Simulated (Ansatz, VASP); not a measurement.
ScPt: VASP beside Ansatz

Contents of INCAR:

```
  ALGO = Normal
  EDIFF = 1E-8
  ENCUT = 520
  GGA = CA
  ISIF = 2
  ISMEAR = -1
  LASPH = True
  LCHARG = False
  LEFG = True
  LREAL = False
  LWAVE = False
  NBANDS = 18
  NELM = 80
  PREC = Accurate
  SIGMA = 0.05
```

The input KPOINTS:

```
k-points
0
Gamma
  10 10 10
```

POSCAR

```
ScPt
1.0
    3.3341339293      0.0000000000      0.0000000000
    0.0000000000      3.3341339293      0.0000000000
    0.0000000000      0.0000000000      3.3341339293
Sc Pt
1 1
Direct
    0.5000000000      0.5000000000      0.5000000000
    0.0000000000      0.0000000000      0.0000000000
```

Input for Ansatz:

```yaml
crystal:
  lattice:
    - [3.3341339293, 0.0, 0.0]
    - [0.0, 3.3341339293, 0.0]
    - [0.0, 0.0, 3.3341339293]
  atoms:
    - { symbol: Sc, position: [0.5, 0.5, 0.5] }
    - { symbol: Pt, position: [0.0, 0.0, 0.0] }
kpoints:
  mp_grid: { grid: [10, 10, 10] }
scf:
  occupations: { method: fermi_dirac, width: 0.05 }
hamiltonian:
  xc: lda
  pseudopotentials: { kind: all_electron, datasets: crystal }
output:
  forces: true
  stress: true
  eigenvalues: true
  efg: { contact_densities: true }
```

Change from the starting cell: volume scaled by 1.06, crystal datasets.

Alike in both runs: task electric field gradients; functional LDA; k mesh 10 × 10 × 10; occupations fermi-dirac, width 0.05 eV; no spin polarisation.

```csv
,VASP,Ansatz
version,VASP 6.6.1,Ansatz 0.2.0
potentials or method,"VASP PAW LDA potentials, release 64 (Sc_sv, Pt), cutoff 520 eV","all-electron PAW with datasets made for the crystal, scalar-relativistic"
```

Ansatz gave:

| Property | Result |
| --- | --- |
| pressure (GPa) | -12.4 |

Q: Which values does VASP return?

A: Pressure (GPa): -12.0.

LDA's correlation is that of Perdew and Zunger in VASP and of Perdew and Wang (1992) in Ansatz. Ansatz ran all-electron here, and VASP with PAW potentials.

Spin-orbit coupling is off throughout.
